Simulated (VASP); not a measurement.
Al, 1 atom in the cell. Symmetry: Im-3m, No. 229, cubic system. Conventional cell: a = 3.189 Å, b = 3.189 Å, c = 3.189 Å, α = 90.00°, β = 90.00°, γ = 90.00°. Al (site symmetry m-3m) has 14 Al at 2.76 to 3.19 Å within 3.6 Å. This isn't the form of Al at room conditions, which is fcc.

* Program: VASP 6.6.1
* Task: single point
* Functional: LDA
* Potentials or basis: VASP PAW LDA potentials, release 64 (Al)
* Cutoff: 500 eV
* k mesh: 18 × 18 × 18
* Occupations: gaussian, width 0.1 eV
* Spin: no spin polarisation
* Dipole correction: no
* Further INCAR settings: ALGO = Normal; EDIFF = 1e-06; NBANDS = 8

Potentials or basis: VASP PAW LDA potentials, release 64 (Al).

Launch:

```console
$ cat potpaw_LDA.64/Al/POTCAR > POTCAR
$ mpirun -np 1 vasp_std > vasp.out
```

Hardware: 1 thread of Intel(R) Xeon(R) 6975P-C (Granite Rapids) (shared host).

Question: How long does it take, and how much memory?

Answer: It took 5.5 s on 1 thread of Intel(R) Xeon(R) 6975P-C (Granite Rapids) (shared host), peak memory 0.12 GiB. Counts: scf iterations 9, k points 195.
